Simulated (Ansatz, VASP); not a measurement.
**TiC in VASP and in Ansatz**

The input INCAR:

```
SYSTEM = TiC
ALGO = Normal ; EDIFF = 1E-8
ENCUT = 520 ; GGA = PS
ISIF = 2 ; ISMEAR = -1
LASPH = .TRUE. ; LCHARG = .FALSE.
LEFG = .TRUE. ; LREAL = .FALSE.
LWAVE = .FALSE. ; NBANDS = 15
NELM = 100 ; PREC = Accurate
SIGMA = 0.03
```

File KPOINTS:

```
k-points
0
G
  16 16 16
  0 0 0
```

File POSCAR:

```
TiC
1.0
    0.0000000000      2.1567624877      2.1567624877
    2.1567624877      0.0000000000      2.1567624877
    2.1567624877      2.1567624877      0.0000000000
Ti C
1 1
Direct
    0.0000000000      0.0000000000      0.0000000000
    0.5000000000      0.5000000000      0.5000000000
```

Input for Ansatz:

```yaml
crystal:
  lattice:
    - [0.0, 2.1567624877, 2.1567624877]
    - [2.1567624877, 0.0, 2.1567624877]
    - [2.1567624877, 2.1567624877, 0.0]
  atoms:
    - { symbol: Ti, position: [0.0, 0.0, 0.0] }
    - { symbol: C, position: [0.5, 0.5, 0.5] }
kpoints:
  mp_grid: { grid: [16, 16, 16] }
scf:
  occupations: { method: fermi_dirac, width: 0.03 }
hamiltonian:
  xc: pbesol
  pseudopotentials: { kind: paw }
output:
  forces: true
  stress: true
  eigenvalues: true
  efg: { contact_densities: true }
  write_density: true
  write_potential: true
  elf: true
  volumetric_format: npy
```

Change from the starting cell: volume scaled by 0.99, PAW files.

Alike in both runs: task electric field gradients; functional PBEsol; k mesh 16 × 16 × 16; occupations fermi-dirac, width 0.03 eV; no spin polarisation.

|  | VASP | Ansatz |
| --- | --- | --- |
| version | VASP 6.6.1 | Ansatz 0.2.0 |
| potentials or method | VASP PAW PBE potentials, release 64 (Ti_sv, C) | PAW with Ansatz's default frozen-core files, scalar-relativistic |
| plane-wave cutoff (eV) | 520 | 420 |
| valence electrons in the cell | 16 | 16 |

VASP gave:

| Property | Result |
| --- | --- |
| pressure (GPa) | -3.4 |

**Question.** Estimate Ansatz's values.

**Answer.** Pressure (GPa): -3.7.

VASP's potentials were made for PBE, not for PBEsol.
